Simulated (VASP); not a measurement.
Runs of VASP 6.6.1 on La. The structure is that of space group Fd-3m (No. 227), or close to it. The cells are those of the table. 

```tsv
task	spin	cell	k mesh	cutoff (eV)	gap on the mesh (eV)	pressure (GPa)
single point	off	a = 4.608 Å, angles 60.0°, 2 atoms	14 × 14 × 14	520	none	-0.1
single point	off	a = 4.482 Å, angles 60.0°, 2 atoms	10 × 10 × 10	520	none	6.1
single point	off	a = 4.786 Å, angles 60.0°, 2 atoms	10 × 10 × 10	520	none	-4.8
single point	off	a = 4.416 Å, angles 60.0°, 2 atoms	10 × 10 × 10	520	none	(a)
single point	off	a = 4.608 Å, angles 60.0°, 2 atoms	10 × 10 × 10	520	none	-0.1
single point	off	a = 4.669 Å, angles 60.0°, 2 atoms	10 × 10 × 10	520	none	(b)
single point	off	a = 4.728 Å, angles 60.0°, 2 atoms	10 × 10 × 10	520	none	-3.7
relaxation of cell and atoms	off	relaxed from a = 5.228 Å, angles 60.0°, 2 atoms	8 × 8 × 8	600	none	0.0
single point	off	a = 4.608 Å, angles 60.0°, 2 atoms	8 × 8 × 8	520	none	-0.1
single point	off	a = 4.546 Å, angles 60.0°, 2 atoms	10 × 10 × 10	520	none	2.6
single point	non-collinear, zero start, SOC	a = 4.608 Å, angles 60.0°, 2 atoms	8 × 8 × 8	520	-	-0.1
```

Alike in all rows: level LDA; potentials or basis VASP PAW LDA potentials, release 64 (La); smearing fermi-dirac 0.1 eV.

Estimate the missing entries.

(a) 10.6; (b) -2.1.

Caveats: spin-orbit coupling is left out, which moves the levels of the heavy elements (some runs).

A k mesh can miss the band edges, and rows without SOC leave out spin-orbit coupling on La.

A gap of «none» marks levels without a gap at the run's occupations.
